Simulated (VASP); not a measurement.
Write the native input for VASP 6.6.1 that does the following.

| Property | Result |
| --- | --- |
| Task | single point |
| Functional | PBEsol |
| Potentials or basis | VASP PAW PBE potentials, release 64 (Cd, Te) |
| Cutoff | 520 eV |
| k mesh | 13 × 13 × 13 |
| Occupations | fermi-dirac, width 0.05 eV |
| Spin | no spin polarisation |
| Dipole correction | no |
| Further INCAR settings | ALGO = Normal; EDIFF = 1e-06; NBANDS = 16 |

The structure of CdTe (rocksalt type) lies in POSCAR:

```
CdTe
1.0
    0.0000000000      2.8741664576      2.8741664576
    2.8741664576      0.0000000000      2.8741664576
    2.8741664576      2.8741664576      0.0000000000
Cd Te
1 1
Direct
    0.0000000000      0.0000000000      0.0000000000
    0.5000000000      0.5000000000      0.5000000000
```

This cell differs from its parent crystal: volume scaled by 0.88.

These files were run (other wordings do the same):

INCAR

```
  ALGO = Normal
  EDIFF = 1E-6
  ENCUT = 520
  GGA = PS
  ISIF = 2
  ISMEAR = -1
  LASPH = True
  LCHARG = False
  LREAL = False
  LWAVE = False
  NBANDS = 16
  NELM = 60
  PREC = Accurate
  SIGMA = 0.05
```

KPOINTS

```
k-points
0
Gamma
  13 13 13
```

Potentials or basis: VASP PAW PBE potentials, release 64 (Cd, Te).

Launch:

```sh
$ cat potpaw_PBE.64/Cd/POTCAR potpaw_PBE.64/Te/POTCAR > POTCAR
$ mpirun -np 1 vasp_std > vasp.out
```

Results of the run:

- Pressure: 10.3 GPa
- Band gap on the k mesh: zero (band 9 reaches 5.97 eV, above the bottom of band 10 at 4.41 eV)

Caveat: the PAW data sets were made with another functional, which shifts forces and pressure a little; spin-orbit coupling is left out, which moves the levels of the heavy elements.

Wall time 45 s on 1 thread of Intel(R) Xeon(R) Platinum 8488C (Sapphire Rapids), with other jobs on the host, peak memory 0.21 GiB.
